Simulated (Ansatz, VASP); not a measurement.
Two plane-wave programs on BiC2

```
Bi C
1.0
     2.77852    0.00000    0.00000
    -1.38926    2.40627    0.00000
     0.00000    0.00000    7.38726
Bi C
1 2
Direct
  0.00000 0.00000 0.00000
  0.33333 0.66667 0.50000
  0.66667 0.33333 0.50000
```

Alike in both runs: functional PBE; k mesh 6 × 6 × 4; occupations gaussian, width 0.1 eV; no spin polarisation.

Ansatz relaxed the structure, and its values are those at the end. VASP's run is a single point on that final structure, the one shown.

```csv
,VASP,Ansatz
version,VASP 6.6.1,Ansatz 0.2.0
potentials or method,"VASP PAW PBE potentials, release 64 (Bi_d, C), cutoff 520 eV","scalar-relativistic, plane waves, PAW"
valence electrons in the cell,23,23
```

Ansatz gave:

| Item | Value |
| --- | --- |
| gap on the k mesh at the Fermi level (eV) | none |
| pressure (GPa) | 0.1 |

Question: Estimate VASP's values.

Answer: gap on the k mesh at the Fermi level (eV): none; pressure (GPa): 0.0.

A gap of «none» marks a metal or a gap that the smearing closes.

The k mesh is coarse, so the values compare programs but aren't converged. Neither program's run includes spin-orbit coupling.
